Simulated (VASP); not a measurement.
Set up this calculation in VASP 6.6.1, as the native input.

```
Task                   : single point
Functional             : PBEsol
Potentials or basis    : VASP PAW PBE potentials, release 64 (Sc_sv)
Cutoff                 : 520 eV
k mesh                 : 6 × 6 × 4
Occupations            : fermi-dirac, width 0.05 eV
Spin                   : no spin polarisation
Dipole correction      : no
Further INCAR settings : ALGO = Normal; EDIFF = 1e-07; NBANDS = 18
```

The structure of Sc lies in POSCAR:

```
Sc
1.0
    3.2827422267      0.0000000000      0.0000000000
   -1.6413711134      2.8429381624      0.0000000000
    0.0000000000      0.0000000000      5.0576716582
Sc
2
Direct
    0.3333333333      0.6666666667      0.2500000000
    0.6666666667      0.3333333333      0.7500000000
```

These files were run (other wordings do the same):

INCAR

```
SYSTEM = Sc
  ALGO = Normal
  EDIFF = 1E-7
  ENCUT = 520
  GGA = PS
  ISIF = 2
  ISMEAR = -1
  LASPH = .TRUE.
  LCHARG = .FALSE.
  LREAL = .FALSE.
  LWAVE = .FALSE.
  NBANDS = 18
  NELM = 100
  PREC = Accurate
  SIGMA = 0.05
```

KPOINTS

```
k-points
0
G
  6 6 4
  0 0 0
```

Potentials or basis: VASP PAW PBE potentials, release 64 (Sc_sv).

Run with:

```console
$ cat potpaw_PBE.64/Sc_sv/POTCAR > POTCAR
$ mpirun -np 1 vasp_std > vasp.out
```

It gave:

The pressure is 0.0 GPa and the band gap on the k mesh is zero (band 11 reaches 4.88 eV, above the bottom of band 12 at 3.26 eV).

Caveat: the k points lie up to 0.37 Å⁻¹ apart; the PAW data sets were made with another functional, which shifts forces and pressure a little.

Wall time 13 s on 1 thread of Intel(R) Xeon(R) Platinum 8488C (Sapphire Rapids), with other jobs on the host, peak memory 0.16 GiB.
